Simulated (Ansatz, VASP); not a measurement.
Two plane-wave programs on SnSe

```
Sn Se
1.0
     0.00000    3.09483    2.84725
     3.09483    0.00000    2.84725
     3.09483    3.09483    0.00000
Sn Se
1 1
Direct
  0.00000 0.00000 0.00000
  0.50000 0.50000 0.50000
```

Alike in both runs: task single point; functional PBE; dispersion D3(BJ); k mesh 12 × 12 × 12; occupations gaussian, width 0.05 eV; no spin polarisation.

|  | VASP | Ansatz |
| --- | --- | --- |
| version | VASP 6.6.1 | Ansatz 0.2.0 |
| potentials or method | VASP PAW PBE potentials, release 64 (Sn_d, Se), cutoff 520 eV | scalar-relativistic, plane waves, PAW |
| valence electrons in the cell | 20 | 30 |

Ansatz gave:

| Property | Result |
| --- | --- |
| gap on the k mesh at the Fermi level (eV) | 0.12 |
| least direct gap on the mesh (eV) | 0.14 |
| pressure (GPa) | 0.0 |
| traceless stress, the component that is largest in VASP (GPa) | 7.87 |

Q: Estimate VASP's values.

A: gap on the k mesh at the Fermi level (eV): 0.12; least direct gap on the mesh (eV): 0.14; pressure (GPa): 0.0; traceless stress, the component that is largest in VASP (GPa): 7.89.

VASP's potentials hold 20 valence electrons a cell and Ansatz's 30, so a difference there can come from the potentials and not from the codes.
